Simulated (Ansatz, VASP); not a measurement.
Two plane-wave programs on MgO

INCAR

```
SYSTEM = MgO
PREC     = Accurate       ! precision mode
ENCUT    = 600            ! plane-wave cutoff, eV
EDIFF    = 1E-7           ! SCF threshold, eV
ISMEAR   = 0              ! smearing method
SIGMA    = 0.02           ! smearing width, eV
LREAL    = .False.        ! projectors in reciprocal space
LASPH    = .True.         ! aspherical terms in the spheres
NELM     = 120            ! most SCF steps
ALGO     = Normal         ! electronic algorithm
ISIF     = 3              ! what is computed and relaxed
LWAVE    = .False.        ! write WAVECAR
LCHARG   = .False.        ! write CHGCAR
GGA      = CA             ! functional
IBRION   = 2              ! ionic algorithm
NSW      = 100            ! ionic steps
EDIFFG   = -0.005         ! ionic threshold
GGA_COMPAT= .False.      
NELMIN   = 4
```

Contents of KPOINTS:

```
regular mesh
0
Gamma
  9 9 6
  0 0 0
```

File POSCAR:

```
MgO
1.0
    3.4863778627      0.0000000000      0.0000000000
   -1.7431889314      3.0192917963      0.0000000000
    0.0000000000      0.0000000000      4.1780412200
Mg O
2 2
Direct
    0.6666666700      0.3333333300      0.7500000000
    0.3333333300      0.6666666700      0.2500000000
    0.6666666700      0.3333333300      0.2500000000
    0.3333333300      0.6666666700      0.7500000000
```

Input for Ansatz:

```yaml
crystal:
  lattice:
    - [3.4863778627, 0.0, 0.0]
    - [-1.7431889314, 3.0192917963, 0.0]
    - [0.0, 0.0, 4.17804122]
  atoms:
    - { symbol: Mg, position: [0.66666667, 0.33333333, 0.75] }
    - { symbol: Mg, position: [0.33333333, 0.66666667, 0.25] }
    - { symbol: O, position: [0.66666667, 0.33333333, 0.25] }
    - { symbol: O, position: [0.33333333, 0.66666667, 0.75] }
basis:
  ecutwfc: 520.0
kpoints:
  mp_grid: { grid: [9, 9, 6] }
hamiltonian:
  xc: lda
  pseudopotentials: { kind: paw, azcp: { folder: soft_1 } }
scf:
  occupations: { method: gaussian, width: 0.02 }
output:
  forces: true
  stress: true
  eigenvalues: true
relax:
  adjacent_minimum: "off"
  f_tol: 0.005
  max_steps: 80
  cell: { stress_tol: 0.05 }
```

Alike in both runs: task relaxation of cell and atoms; functional LDA; k mesh 9 × 9 × 6; occupations gaussian, width 0.02 eV; no spin polarisation.

|  | VASP | Ansatz |
| --- | --- | --- |
| version | VASP 6.6.1 | Ansatz 0.2.0 |
| potentials or method | VASP PAW LDA potentials, release 64 (Mg, O), cutoff 600 eV | scalar-relativistic, plane waves, PAW |
| valence electrons in the cell | 16 | 32 |

Ansatz gave:

```
gap on the k mesh at the Fermi level, each at its own relaxed structure (eV) : 3.49
relaxed volume (Å³/atom)                                                     : 10.68
relaxed cell length with the largest relative difference (Å)                 : 3.452
```

What did VASP give for the same quantities?

gap on the k mesh at the Fermi level, each at its own relaxed structure (eV): 3.56; relaxed volume (Å³/atom): 10.52; relaxed cell length with the largest relative difference (Å): 3.433.

Ansatz warns that its potentials were made for another functional, while VASP's fit it. LDA's correlation is that of Perdew and Zunger in VASP and of Perdew and Wang (1992) in Ansatz. VASP's potentials hold 16 valence electrons a cell and Ansatz's 32, so a difference there can come from the potentials and not from the codes.
